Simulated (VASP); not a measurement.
Write the native input for VASP 6.6.1 that does the following.

```
Task                   : single point
Functional             : PBEsol
Potentials or basis    : VASP PAW PBE potentials, release 64 (Sb)
Cutoff                 : 520 eV
k mesh                 : 7 × 7 × 7
Occupations            : fermi-dirac, width 0.05 eV
Spin                   : no spin polarisation
Dipole correction      : no
Further INCAR settings : ALGO = Normal; EDIFF = 1e-06; NBANDS = 8
```

The structure of Sb lies in POSCAR:

```
Sb
1.0
    3.1861168868      0.0000000000      0.0000000000
    0.0000000000      3.1861168868      0.0000000000
    0.0000000000      0.0000000000      3.1861168868
Sb
1
Direct
    0.0000000000      0.0000000000      0.0000000000
```

The input as run:

INCAR

```
SYSTEM = Sb
PREC = Accurate
ENCUT = 520
EDIFF = 1E-6
ISMEAR = -1
SIGMA = 0.05
LREAL = .False.
LASPH = .True.
NELM = 80
ALGO = Normal
ISIF = 2
LWAVE = .False.
LCHARG = .False.
GGA = PS
NBANDS = 8
```

KPOINTS

```
Automatic mesh
0
Gamma
  7 7 7
  0 0 0
```

Potentials or basis: VASP PAW PBE potentials, release 64 (Sb).

Run with:

```console
$ cat potpaw_PBE.64/Sb/POTCAR > POTCAR
$ mpirun -np 1 vasp_std > vasp.out
```

Results of the run:

* Pressure: -5.7 GPa

Caveat: the PAW data sets were made with another functional, which shifts forces and pressure a little.

Run time: 1.9 s on 1 thread of Intel(R) Xeon(R) Platinum 8481C CPU @ 2.70GHz (Sapphire Rapids) (shared host), peak memory 0.13 GiB.
